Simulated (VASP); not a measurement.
**BN: single point with r2SCAN**

Crystal: BN.

```
B N
1.0
     2.51215    0.00000    0.00000
    -1.25607    2.17558    0.00000
     0.00000    0.00000    8.35190
B N
2 2
Direct
  0.00000 0.00000 0.50000
  0.33333 0.66667 0.00000
  0.33333 0.66667 0.50000
  0.66667 0.33333 0.00000
```

```json
{
  "Program": "VASP 6.6.1",
  "Task": "single point",
  "Functional": "r2SCAN",
  "Potentials or basis": "VASP PAW PBE potentials, release 64 (B, N)",
  "Cutoff": "520 eV",
  "k mesh": "12 × 12 × 4",
  "Occupations": "gaussian, width 0.02 eV",
  "Spin": "no spin polarisation"
}
```

The pressure is -2.7 GPa and the band gap on the k mesh is 4.63 eV (least direct gap 5.35 eV).

Stress tensor (GPa, compression positive):
```
-3.45  0.00  0.00
 0.00 -3.45  0.00
 0.00  0.00 -1.07
```

Levels at points of the mesh, in eV from the valence-band top:
```
           k point  band 4  band 5  band 6  band 7  band 8  band 9  band 10  band 11  band 12  band 13
(0.00, 0.00, 0.00)   -5.03   -1.38   -1.38   -1.37   -1.37    4.63     8.13    10.74    12.26    12.26
(0.50, 0.00, 0.00)   -9.20   -4.28   -4.26   -0.98   -0.83    5.20     5.65    10.19    10.40    12.68
(0.00, 0.00, 0.50)   -5.35   -1.38   -1.38   -1.37   -1.37    5.97     5.97    12.26    12.26    12.27
(0.50, 0.00, 0.50)   -9.21   -4.27   -4.26   -0.91   -0.90    5.38     5.39    10.37    10.40    13.16
```

Wall time 3.1 min on 1 thread of Intel Xeon 8259CL (shared host), peak memory 0.18 GiB.

Caveat: the PAW data sets were made with another functional, which shifts forces and pressure a little. A k mesh can miss the band edges.
